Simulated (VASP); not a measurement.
The system is SnO.

```xyz
4
Lattice="3.8366 0.0000 0.0000 0.0000 3.8366 0.0000 0.0000 0.0000 4.7595" Properties=species:S:1:pos:R:3 pbc="T T T"
Sn    1.9183    0.0000    1.1588
Sn    0.0000    1.9183    3.6007
O     0.0000    0.0000    0.0000
O     1.9183    1.9183    0.0000
```

| Property | Result |
| --- | --- |
| Program | VASP 6.6.1 |
| Task | relaxation of cell and atoms |
| Functional | PBE |
| Potentials or basis | VASP PAW PBE potentials, release 64 (Sn_d, O) |
| Cutoff | 600 eV |
| k mesh | 12 × 12 × 10 |
| Occupations | gaussian, width 0.1 eV |
| Spin | no spin polarisation |

At the start: pressure 2.3 GPa; volume 17.51 Å³/atom.

Problem. How do energy, volume and symmetry change on relaxing?

Solution. Over 11 steps the energy falls by 7.7 meV/atom and the volume is 18.84 Å³/atom (+7.6 %); space group P4/nmm (No. 129, to 0.1 Å) before and after.

Step by step:
```
step  energy change (eV)  largest force (eV/Å)  pressure (GPa)  volume (Å³)
   1              0.0000                0.0590            2.30        70.06
   2             -0.0077                0.4428           -1.05        72.63
   3             -0.0114                0.2626            0.11        71.67
   4             -0.0169                0.1699            0.11        72.22
   5             -0.0220                0.0592            0.05        73.59
   6             -0.0267                0.0245           -0.12        74.28
   7             -0.0301                0.0303           -0.32        75.29
   8             -0.0303                0.0460           -0.36        75.55
   9             -0.0288                0.1511            0.83        74.93
  10             -0.0307                0.0135            0.01        75.36
  11             -0.0307                0.0023            0.01        75.35
```

Final structure:
```yaml
crystal:
  lattice:
    - [3.86758, 0.00000, 0.00000]
    - [0.00000, 3.86758, 0.00000]
    - [0.00000, 0.00000, 5.03724]
  atoms:
    - { symbol: Sn, position: [0.50000, 0.00000, 0.23085] }
    - { symbol: Sn, position: [0.00000, 0.50000, 0.76915] }
    - { symbol: O, position: [0.00000, 0.00000, 0.00000] }
    - { symbol: O, position: [0.50000, 0.50000, 0.00000] }
```
